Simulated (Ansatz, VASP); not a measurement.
## Pb in VASP and in Ansatz

```
Pb
1.0
     5.64421    0.00000    0.00000
    -2.82210    4.88803    0.00000
     0.00000    0.00000    3.42918
Pb
3
Cartesian
  -2.8221 4.8880 0.0000
  0.0000 3.2587 1.7146
  2.8221 1.6293 1.7146
```

Alike in both runs: task single point; functional LDA; k mesh 8 × 8 × 11; occupations fermi-dirac, width 0.1 eV; no spin polarisation.

|  | VASP | Ansatz |
| --- | --- | --- |
| version | VASP 6.6.1 | Ansatz 0.2.0 |
| potentials or method | VASP PAW LDA potentials, release 64 (Pb_d), cutoff 520 eV | plane waves (420 eV) with PAW, scalar-relativistic |
| valence electrons in the cell | 42 | 42 |

```csv
,VASP,Ansatz,Ansatz less VASP
pressure (GPa),-3.2,-3.2,-0.04
"traceless stress, the component that is largest in VASP (GPa)",-0.51,-0.49,+0.020
```

Ansatz warns that its potentials were made for another functional, while VASP's fit it. LDA's correlation is that of Perdew and Zunger in VASP and of Perdew and Wang (1992) in Ansatz.

Spin-orbit coupling is off throughout.
